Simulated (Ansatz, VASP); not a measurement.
# One calculation of GaCoC4N4, two programs

```
Ga Co C N
1.0
     5.85664    0.00000    0.00000
     0.00000    5.85664    0.00000
     0.00000    0.00000    5.85664
Ga Co C N
1 1 4 4
Direct
  0.50000 0.50000 0.50000
  0.00000 0.00000 0.00000
  0.18898 0.18898 0.18898
  0.18898 0.81102 0.81102
  0.81102 0.18898 0.81102
  0.81102 0.81102 0.18898
  0.30432 0.30432 0.30432
  0.30432 0.69568 0.69568
  0.69568 0.30432 0.69568
  0.69568 0.69568 0.30432
```

Alike in both runs: task single point; functional PBE; k mesh 4 × 4 × 4; occupations gaussian, width 0.1 eV; collinear spin.

|  | VASP | Ansatz |
| --- | --- | --- |
| version | VASP 6.6.1 | Ansatz 0.2.0 |
| potentials or method | VASP PAW PBE potentials, release 64 (Ga_d, Co_sv, C, N), cutoff 700 eV | scalar-relativistic, plane waves, PAW |
| valence electrons in the cell | 66 | 66 |

VASP gave:

- gap on the k mesh at the Fermi level (eV): none
- pressure (GPa): -2.8
- rms of the force components (eV/Å): 1.115
- net moment per atom (μB): 0.20
- size of the moment on the site where the two differ most (μB): 1.55

Problem. Which values does Ansatz return?

Solution. gap on the k mesh at the Fermi level (eV): none; pressure (GPa): -3.0; rms of the force components (eV/Å): 0.944; net moment per atom (μB): 0.20; size of the moment on the site where the two differ most (μB): 1.46.

Site moments also hang on the region over which each program counts them. Atom by atom the forces differ by 0.179 eV/Å (rms over components). A gap of «none» marks a metal or a gap that the smearing closes.

Noted on VASP's run: the standard files for N, O and F lose accuracy on very short bonds.
